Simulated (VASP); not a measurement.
# Au (C2/c) in VASP: single point with r2SCAN

Aim: the single point of Au with r2SCAN.

Everything below comes from runs of VASP 6.6.1. Logs are shortened: lines on timing, memory, paths and dates and some standing lists are left out, and cuts for length are marked.

### Step 1. The cell of the first run

The typed cell holds 2 atoms: a = 2.899 Å, b = 2.899 Å, c = 4.816 Å, α = 90.03°, β = 90.03°, γ = 120.07°.

This isn't the form of Au at room conditions, which is fcc.

### Step 2. Single point, r2SCAN (17.51 Å³/atom)

Contents of POSCAR:

```
Au
1.0
   -1.6056468573      1.9456594895      1.4276107963
    1.9456594895     -1.6056468573      1.4276107963
    3.3575401786      3.3575401786     -0.8048770376
Au
2
Direct
    0.0413258597      0.9586741403      0.0000000000
    0.7086741403      0.2913258597      0.5000000000
```

Contents of INCAR.step1:

```
SYSTEM = Au
PREC = Accurate ; ENCUT = 520
ISMEAR = -1 ; SIGMA = 0.1
LREAL = .False. ; LASPH = .True.
NELM = 60 ; NBANDS = 18
GGA = PE ; ALGO = Normal
EDIFF = 1E-4 ; LWAVE = .True.
LCHARG = .False.
```

Contents of INCAR.step2:

```
SYSTEM = Au
PREC = Accurate ; ENCUT = 520
EDIFF = 1E-7 ; ISMEAR = -1
SIGMA = 0.1 ; LREAL = .False.
LASPH = .True. ; NELM = 60
ALGO = Normal ; ISIF = 2
LWAVE = .False. ; LCHARG = .False.
METAGGA = R2SCAN ; LMIXTAU = .True.
NBANDS = 18 ; ISTART = 1
```

Contents of KPOINTS:

```
regular mesh
0
Gamma
  14 14 8
  0 0 0
```

Potentials or basis: VASP PAW PBE potentials, release 64 (Au).

On the command line:

```bash
$ cat potpaw_PBE.64/Au/POTCAR > POTCAR
$ cp INCAR.step1 INCAR
$ mpirun -np 1 vasp_std > vasp.out
$ cp INCAR.step2 INCAR
$ mpirun -np 1 vasp_std > vasp.out
```

OUTCAR:

```text
SYSTEM = Au
   PREC = Accurate
   ENCUT = 520
   EDIFF = 1E-7
   ISMEAR = -1
   LREAL = .False.
   LASPH = .True.
   NELM = 60
   ISIF = 2
   METAGGA = R2SCAN
   ISTART = 1

 ion  position               nearest neighbor table
   1  0.041  0.959  0.000-   2 2.93   2 2.93   2 2.93   2 2.93   2 2.93   2 2.93
   2  0.709  0.291  0.500-   1 2.93   1 2.93   1 2.93   1 2.93   1 2.93   1 2.93

  LATTYP: Found a base centered monoclinic cell.
 ALAT       =     2.8954287287
 B/A-ratio  =     1.7345637107
 C/A-ratio  =     1.6633159496
 COS(beta)  =    -0.0010678212

  Lattice vectors:

 A1 = (  -1.6056468573,   1.9456594895,   1.4276107963)
 A2 = (   1.9456594895,  -1.6056468573,   1.4276107963)
 A3 = (   3.3575401786,   3.3575401786,  -0.8048770376)

Analysis of symmetry for initial positions (statically):
=====================================================================
 Subroutine PRICEL returns:
 Original cell was already a primitive cell.

 Routine SETGRP: Setting up the symmetry group for a
 base centered monoclinic supercell.

 Subroutine GETGRP returns: Found  4 space group operations
 (whereof  2 operations were pure point group operations)
 out of a pool of  4 trial point group operations.

The static configuration has the point symmetry C_2 .
 The point group associated with its full space group is C_2h.

Analysis of symmetry for dynamics (positions and initial velocities):
=====================================================================
 Subroutine PRICEL returns:
 Original cell was already a primitive cell.

 Routine SETGRP: Setting up the symmetry group for a
 base centered monoclinic supercell.

 Subroutine GETGRP returns: Found  4 space group operations
 (whereof  2 operations were pure point group operations)
 out of a pool of  4 trial point group operations.

The dynamic configuration has the point symmetry C_2 .
 The point group associated with its full space group is C_2h.

 Subroutine INISYM returns: Found  4 space group operations
 (whereof  2 operations are pure point group operations),
 and found     1 'primitive' translations

----------------------------------------------------------------------------------------

                                     Primitive cell

  volume of cell :      35.0166

  direct lattice vectors                    reciprocal lattice vectors
    -1.605646857  1.945659489  1.427610796    -0.099978780  0.181607741  0.340514769
     1.945659489 -1.605646857  1.427610796     0.181607741 -0.099978780  0.340514769
     3.357540179  3.357540179 -0.804877038     0.144785329  0.144785329 -0.034483377

  length of vectors
     2.898579870  2.898579870  4.816012785     0.398657041  0.398657041  0.207640763

  position of ions in fractional coordinates (direct lattice)
     0.041325860  0.958674140  0.000000000
     0.708674140  0.291325860  0.500000000

  ion indices of the primitive-cell ions
   primitive index   ion index
                 1           1
                 2           2

----------------------------------------------------------------------------------------

 KPOINTS: regular mesh

Automatic generation of k-mesh.
 Grid dimensions read from file:
 generate k-points for:   14   14    8

 Generating k-lattice:

  Cartesian coordinates                     Fractional coordinates (reciprocal lattice)
    -0.007141341  0.012971982  0.024322484     0.071428571  0.000000000  0.000000000
     0.012971982 -0.007141341  0.024322484     0.000000000  0.071428571  0.000000000
     0.018098166  0.018098166 -0.004310422     0.000000000  0.000000000  0.125000000

  Length of vectors
     0.028475503  0.028475503  0.025955095

  Shift w.r.t. Gamma in fractional coordinates (k-lattice)
     0.000000000  0.000000000  0.000000000

 Subroutine IBZKPT returns following result:
 ===========================================

 Found    429 irreducible k-points:

 Following reciprocal coordinates:
            Coordinates               Weight
  0.000000  0.000000  0.000000      1.000000
  0.071429  0.000000 -0.000000      4.000000
  0.142857  0.000000 -0.000000      4.000000
  0.214286 -0.000000  0.000000      4.000000
  0.285714  0.000000 -0.000000      4.000000
  0.357143 -0.000000 -0.000000      4.000000
[... 16 lines left out ...]
  0.214286  0.142857 -0.000000      4.000000
  0.285714  0.142857 -0.000000      4.000000
 [... further k-points ...]
   k-points           NKPTS =    429   k-points in BZ     NKDIM =    429   number of bands    NBANDS=     18
   number of dos      NEDOS =    301   number of ions     NIONS =      2
   total plane-waves  NPLWV =  20736
   dimension x,y,z NGX =    24 NGY =   24 NGZ =   36
   dimension x,y,z NGXF=    48 NGYF=   48 NGZF=   72
   ions per type =               2
   NGX,Y,Z   is equivalent  to a cutoff of  13.77, 13.77, 12.43 a.u.
   NGXF,Y,Z  is equivalent  to a cutoff of  27.53, 27.53, 24.85 a.u.
 SYSTEM =  Au
   PREC   = accura    normal or accurate (medium, high low for compatibility)
   ISTART =      1    job   : 0-new  1-cont  2-samecut
   ICHARG =      0    charge: 1-file 2-atom 10-const
   ISPIN  =      1    spin polarized calculation?
   LNONCOLLINEAR =      F non collinear calculations
   LSORBIT =      F    spin-orbit coupling
   LASPH  =      T    aspherical Exc in radial PAW
   ENCUT  =  520.0 eV  38.22 Ry    6.18 a.u.   5.39  5.39  8.95*2*pi/ulx,y,z
   NELM   =     60;   NELMIN=  2; NELMDL=  0     # of ELM steps
   EDIFF  = 0.1E-06   stopping-criterion for ELM
   LREAL  =      F    real-space projection
   EDIFFG = 0.1E-05   stopping-criterion for IOM
   NSW    =      0    number of steps for IOM
   IBRION =     -1    ionic relax: 0-MD 1-quasi-New 2-CG
   NFREE  =      0    steps in history (QN), initial steepest desc. (CG)
   ISIF   =      2    stress and relaxation
   ISYM   =      2    0-nonsym 1-usesym 2-fastsym
   POTIM  = 0.5000    time-step for ionic-motion
   TEBEG  =    0.0;   TEEND  =   0.0 temperature during run
   PSTRESS=    0.0 pullay stress
   NELECT =      22.0000    total number of electrons
   NUPDOWN=      -1.0000    fix difference up-down
   EMIN   =  10.00;   EMAX   =-10.00  energy-range for DOS
   EFERMI =   0.00;   METHOD = LEGACY
   ISMEAR =    -1;   SIGMA  =   0.10  broadening in eV -4-tet -1-fermi 0-gaus
   EFERMI_NEDOS =   21; number of points for ismear=-14 and -15
   IALGO  =     38    algorithm
   IMIX   =      4    mixing-type and parameters
     AMIX     =   0.40;   BMIX     =  1.00
     AMIX_MAG =   1.60;   BMIX_MAG =  1.00
  volume/ion in A,a.u.               =      17.51       118.15
  Fermi-wavevector in a.u.,A,eV,Ry     =   1.402140  2.649660 26.748992  1.965995
  Thomas-Fermi vector in A             =   2.524931
   LORBIT       =      0    0 simple, 1 ext, 2 COOP (PROOUT), +10 PAW based schemes
   METAGGA = R2SCAN    functional components
   LHFCALC =     F    Hartree Fock is set to
   AEXX    =    0.0000 exact exchange contribution
   IVDW    =     0    specifies the selected vdW correction
   LEPSILON=     F    determine dielectric tensor
   LRPA    =     F    only Hartree local field effects (RPA)
 non-spin polarized calculation
  energy-cutoff  :      520.00
  volume of cell :       35.02
 maximum number of plane-waves:       968
 NGX is ok and might be reduce to    24
   NGX = 11   NGY = 11   NGZ = 17

 number of electron      22.0000006 magnetization

 Free energy of the ion-electron system (eV)
  ---------------------------------------------------
  ext. energy  EPLUGINS =         0.00000000
  ---------------------------------------------------
  free energy    TOTEN  =      -101.17948578 eV

  energy without entropy =     -101.15619201  energy(sigma->0) =     -101.16783889

 E-fermi :   8.8684     XC(G=0): -13.4340

 val. band max:        8.8598063356   @ k =   0.4286   0.0714   0.2500
 cond. band min:       8.8693809878   @ k =  -0.4286   0.5000   0.1250
 fundamental gap:      0.0095746522
 Fermi energy:         8.8683730184

 k-point     1 :       0.0000    0.0000    0.0000
  band No.  band energies     occupation
      1      -0.9130      2.00000
      2       1.4834      2.00000
      3       3.9658      2.00000
      4       4.1772      2.00000
      5       4.1981      2.00000
      6       4.4951      2.00000
[... 10 lines left out ...]
     17      27.7231      0.00000
     18      27.7791      0.00000

 k-point     2 :       0.0714    0.0000   -0.0000
  band No.  band energies     occupation
      1      -0.7502      2.00000
      2       1.6145      2.00000
      3       3.8865      2.00000
      4       4.2614      2.00000
      5       4.2906      2.00000
      6       4.4521      2.00000
[... 10 lines left out ...]
     17      26.8689      0.00000
     18      27.3846      0.00000

 k-point     3 :       0.1429    0.0000   -0.0000
  band No.  band energies     occupation
      1      -0.2802      2.00000
      2       1.9611      2.00000
      3       3.7127      2.00000
      4       4.2633      2.00000
      5       4.5254      2.00000
      6       4.5832      2.00000
[... 10 lines left out ...]
     17      26.3119      0.00000
     18      27.5616      0.00000

 k-point     4 :       0.2143   -0.0000    0.0000
  band No.  band energies     occupation
      1       0.4272      2.00000
      2       2.3223      2.00000
      3       3.6381      2.00000
      4       3.9318      2.00000
      5       4.1088      2.00000
      6       4.6685      2.00000
[... 375 lines left out ...]
      4       3.7271      2.00000
      5       4.1352      2.00000
      6       4.3351      2.00000
[... 10 lines left out ...]
     17      26.6469      0.00000
     18      26.9995      0.00000

 k-point    23 :       0.2143    0.1429   -0.0000
  band No.  band energies     occupation
      1       1.6177      2.00000
      2       2.7691      2.00000
      3       3.2466      2.00000
      4       3.3914      2.00000
      5       4.1403      2.00000
      6       4.1923      2.00000
[... 10 lines left out ...]
     17      24.5345      0.00000
     18      25.5860      0.00000

 k-point    24 :       0.2857    0.1429   -0.0000
  band No.  band energies     occupation
      1       2.1860      2.00000
      2       2.5829      2.00000
      3       2.8699      2.00000
      4       3.8219      2.00000
      5       4.0389      2.00000
      6       4.4405      2.00000
[... 10 lines left out ...]
     17      23.1106      0.00000
     18      24.5805      0.00000

 [... further k-points ...]

------------------------ aborting loop because EDIFF is reached ----------------------------------------

  FORCE on cell =-STRESS in cart. coord.  units (eV):
  Direction    XX          YY          ZZ          XY          YZ          ZX
  --------------------------------------------------------------------------------------
  -------------------------------------------------------------------------------------
  Total        0.2246453      0.2246453      0.1668897      0.0571649     -0.0096882     -0.0096882
  in kB       10.2786147     10.2786147      7.6360131      2.6155737     -0.4432822     -0.4432806
  external PRESSURE =       9.3977475 kB  Pullay stress =       0.0000000 kB

 VOLUME and BASIS-vectors are now :
 -----------------------------------------------------------------------------
  energy-cutoff  :      520.00
  volume of cell :       35.02
      direct lattice vectors                 reciprocal lattice vectors
    -1.605646857  1.945659489  1.427610796    -0.099978780  0.181607741  0.340514769
     1.945659489 -1.605646857  1.427610796     0.181607741 -0.099978780  0.340514769
     3.357540179  3.357540179 -0.804877038     0.144785329  0.144785329 -0.034483377

 POSITION                                       TOTAL-FORCE (eV/Angst)
 -----------------------------------------------------------------------------------
      1.79890     -1.45889      1.42761        -0.000617      0.000617     -0.000000
      1.10771      2.58984      1.02517         0.000617     -0.000617      0.000000
 -----------------------------------------------------------------------------------
    total drift:                                0.000000     -0.000000     -0.000000

  FREE ENERGIE OF THE ION-ELECTRON SYSTEM (eV)
  ---------------------------------------------------
  free  energy   TOTEN  =      -101.1794857796 eV

  energy  without entropy=     -101.1561920101  energy(sigma->0) =     -101.16783889
```

Run time: 20 min. Hardware: 1 thread of Oxide Virtual Turin-like, shared host; peak memory 0.31 GiB.

Results:

* Free energy: -101.1795 eV
* Pressure: 0.9 GPa
* Band gap on the k mesh: zero (bands 11 and 12 overlap by 6.80 eV)

Caveat: the PAW data sets were made with another functional, which shifts forces and pressure a little; spin-orbit coupling is left out, which moves the levels of the heavy elements.
